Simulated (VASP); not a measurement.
Runs of VASP 6.6.1 on Ag4Sn. The structure is that of space group Pm-3m (No. 221), or close to it. The cells are those of the table. The cell was generated, and may not be a known phase.

```csv
task,cell,k mesh,cutoff (eV),gap on the mesh (eV),pressure (GPa),relaxed volume (Å³/atom)
relaxation of cell and atoms,"relaxed from a = 5.189 Å, 5 atoms",8 × 8 × 8,600,none,0.0,(a)
single point,"a = 5.189 Å, 5 atoms",4 × 4 × 4,520,none,0.1,-
single point,"a = 5.197 Å, 5 atoms",8 × 8 × 8,520,none,0.0,-
single point,"a = 4.994 Å, 5 atoms",4 × 4 × 4,520,none,5.9,-
relaxation of cell and atoms,"relaxed from a = 4.994 Å, 5 atoms",4 × 4 × 4,600,none,0.0,28.00
```

Alike in all rows: level PBE; potentials or basis VASP PAW PBE potentials, release 64 (Ag, Sn_d); no spin polarisation; smearing gaussian 0.1 eV.

**Question.** Fill in the values left out.

**Answer.** (a) 28.10.

Caveats: spin-orbit coupling is left out, which moves the levels of the heavy elements; the cell stands under pressure (at least some runs).

A k mesh can miss the band edges, and the runs leave out spin-orbit coupling on Ag, Sn.

A gap of «none» marks levels without a gap at the run's occupations.
